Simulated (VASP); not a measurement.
Write the native input for VASP 6.6.1 that does the following.

* Task: single point
* Functional: PBE
* Potentials or basis: VASP PAW PBE potentials, release 64 (W_sv)
* Cutoff: 520 eV
* k mesh: 14 × 14 × 14
* Occupations: gaussian, width 0.01 eV
* Spin: no spin polarisation
* Dipole correction: no
* Further INCAR settings: ALGO = Normal; EDIFF = 1e-06; NBANDS = 13

The structure of W lies in POSCAR:

```
W
1.0
   -1.5921723362      1.5921723362      1.5921723362
    1.5921723362     -1.5921723362      1.5921723362
    1.5921723362      1.5921723362     -1.5921723362
W
1
Direct
    0.0000000000      0.0000000000      0.0000000000
```

The input as run:

INCAR

```
SYSTEM = W
PREC     = Accurate       ! precision mode
ENCUT    = 520            ! plane-wave cutoff, eV
EDIFF    = 1E-6           ! SCF threshold, eV
ISMEAR   = 0              ! smearing method
SIGMA    = 0.01           ! smearing width, eV
LREAL    = .False.        ! projectors in reciprocal space
LASPH    = .True.         ! aspherical terms in the spheres
NELM     = 100            ! most SCF steps
ALGO     = Normal         ! electronic algorithm
ISIF     = 2              ! what is computed and relaxed
LWAVE    = .False.        ! write WAVECAR
LCHARG   = .False.        ! write CHGCAR
GGA      = PE             ! functional
NBANDS   = 13             ! bands
```

KPOINTS

```
regular mesh
0
Gamma
  14 14 14
  0 0 0
```

Potentials or basis: VASP PAW PBE potentials, release 64 (W_sv).

Launch:

```console
$ cat potpaw_PBE.64/W_sv/POTCAR > POTCAR
$ mpirun -np 1 vasp_std > vasp.out
```

It gave:

- Pressure: 0.8 GPa
- Band gap on the k mesh: zero (band 7 reaches 16.20 eV, above the bottom of band 8 at 9.97 eV)

Caveat: spin-orbit coupling is left out, which moves the levels of the heavy elements.

Wall time 45 s on 1 thread of AMD EPYC 7R13, with other jobs on the host, peak memory 0.12 GiB.
